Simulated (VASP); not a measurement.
# Sb: electric field gradients with PBE

The system is Sb.

```
Sb
1.0
     2.12567    1.21218    3.72704
    -2.17553    1.23368    3.74854
    -0.00630   -2.50202    3.75642
Sb
2
Cartesian
  -0.0131 -0.0131 2.6242
  -0.0430 -0.0430 8.6078
```

This cell differs from its parent crystal: equal xy, yz and zx shear strains of -1 %.

| Property | Result |
| --- | --- |
| Program | VASP 6.6.1 |
| Task | electric field gradients |
| Functional | PBE |
| Potentials or basis | VASP PAW PBE potentials, release 64 (Sb) |
| Cutoff | 520 eV |
| k mesh | 9 × 9 × 9 |
| Occupations | fermi-dirac, width 0.05 eV |
| Spin | no spin polarisation |
| Dipole correction | no |
| Further INCAR settings | ALGO = Normal; EDIFF = 1e-08; NBANDS = 12 |

```json
{"Pressure": "3.2 GPa", "Largest force": "0.251 eV/Å"}
```

Forces in eV/Å, atoms in the order of the input:
```
Sb   0.027  0.050  0.244
Sb  -0.027 -0.050 -0.244
```

Stress tensor (GPa, compression positive):
```
3.06 0.07 0.30
0.07 3.73 0.64
0.30 0.64 2.85
```

Levels at points of the mesh, in eV from the Fermi level:
```tsv
k point	band 3	band 4	band 5	band 6	band 7	band 8
(0.00, 0.00, 0.00)	-2.08	-1.90	-1.73	2.07	2.64	2.79
```

Electric field gradients, principal values (V/Å²):
| atom | least | middle | greatest (by size) |
| --- | --- | --- | --- |
| 1 Sb | 20.376 | 26.610 | -46.986 |
| 2 Sb | 20.376 | 26.610 | -46.986 |

It took 2.1 min on 1 thread of Intel(R) Xeon(R) Platinum 8488C (Sapphire Rapids) (shared host), peak memory 0.36 GiB.

Caveat: the cell differs from its parent crystal (equal xy, yz and zx shear strains of -1 %); without QUAD_EFG the Cq values of the log hold for a quadrupole moment of 1 mb, not for the nuclei; spin-orbit coupling is left out, which moves the levels of the heavy elements.
